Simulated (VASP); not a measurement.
A run of VASP 6.6.1:

File INCAR:

```
SYSTEM = PbS
ALGO     = Normal         ! electronic algorithm
EDIFF    = 1E-6           ! SCF threshold, eV
ENCUT    = 520            ! plane-wave cutoff, eV
GGA      = PE             ! functional
ISIF     = 2              ! what is computed and relaxed
ISMEAR   = -1             ! smearing method
LASPH    = .True.         ! aspherical terms in the spheres
LCHARG   = .False.        ! write CHGCAR
LREAL    = .False.        ! projectors in reciprocal space
LWAVE    = .False.        ! write WAVECAR
NBANDS   = 17             ! bands
NELM     = 100            ! most SCF steps
PREC     = Accurate       ! precision mode
SIGMA    = 0.05           ! smearing width, eV
```

Contents of KPOINTS:

```
k-points
0
Gamma
  8 8 8
  0 0 0
```

POSCAR

```
PbS
1.0
    2.1266532507      1.2278238267      3.4747772906
   -2.1266532507      1.2278238267      3.4747772906
    0.0000000000     -2.4556476535      3.4747772906
Pb S
1 1
Direct
    0.9805657800      0.9805657800      0.9805657800
    0.4750355500      0.4750355500      0.4750355500
```

Potentials or basis: VASP PAW PBE potentials, release 64 (Pb_d, S).

The run is started by

```bash
$ cat potpaw_PBE.64/Pb_d/POTCAR potpaw_PBE.64/S/POTCAR > POTCAR
$ mpirun -np 1 vasp_std > vasp.out
```

Hardware: 1 thread of Intel(R) Xeon(R) Platinum 8559C (Emerald Rapids), with other jobs on the host.

**Question.** Estimate the wall time of this run.

**Answer.** Wall time 20 s on 1 thread of Intel(R) Xeon(R) Platinum 8559C (Emerald Rapids), on a shared host, peak memory 0.2 GiB. Counts: scf iterations 12, k points 65.
